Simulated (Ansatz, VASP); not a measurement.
## Al in VASP and in Ansatz

File INCAR:

```
PREC = Accurate
ENCUT = 520
EDIFF = 1E-7
ISMEAR = -1
SIGMA = 0.08
LREAL = F
LASPH = T
NELM = 80
ALGO = Normal
ISIF = 2
LWAVE = F
LCHARG = F
GGA = PE
NBANDS = 14
```

File KPOINTS:

```
Automatic mesh
0
Gamma
  14 14 4
```

File POSCAR:

```
Al
1.0
    2.8404580116      0.0000000000      0.0000000000
   -1.4202290058      2.4599087964      0.0000000000
    0.0000000000      0.0000000000      9.4741743259
Al
4
Direct
    0.0000000000      0.0000000000      0.0000000000
    0.0000000000      0.0000000000      0.5000000000
    0.3333333333      0.6666666667      0.2500000000
    0.6666666667      0.3333333333      0.7500000000
```

Input for Ansatz:

```yaml
crystal:
  lattice:
    - [2.8404580116, 0.0, 0.0]
    - [-1.4202290058, 2.4599087964, 0.0]
    - [0.0, 0.0, 9.4741743259]
  atoms:
    - { symbol: Al, position: [0.0, 0.0, 0.0] }
    - { symbol: Al, position: [0.0, 0.0, 0.5] }
    - { symbol: Al, position: [0.3333333333, 0.6666666667, 0.25] }
    - { symbol: Al, position: [0.6666666667, 0.3333333333, 0.75] }
kpoints:
  mp_grid: { grid: [14, 14, 4] }
scf:
  occupations: { method: fermi_dirac, width: 0.08 }
hamiltonian:
  xc: pbe
  pseudopotentials: { kind: nc }
output:
  forces: true
  stress: true
  eigenvalues: true
```

Change from the starting cell: volume scaled by 1, norm-conserving files.

Alike in both runs: task single point; functional PBE; k mesh 14 × 14 × 4; occupations fermi-dirac, width 0.08 eV; no spin polarisation.

|  | VASP | Ansatz |
| --- | --- | --- |
| version | VASP 6.6.1 | Ansatz 0.2.0 |
| potentials or method | VASP PAW PBE potentials, release 64 (Al) | norm-conserving pseudopotentials, scalar-relativistic |
| plane-wave cutoff (eV) | 520 | 544 |
| valence electrons in the cell | 12 | 12 |

|  | VASP | Ansatz | Ansatz less VASP |
| --- | --- | --- | --- |
| pressure (GPa) | 0.0 | 0.0 | +0.06 |

With one functional, cell and mesh, what is left measures potentials, basis and numerics.
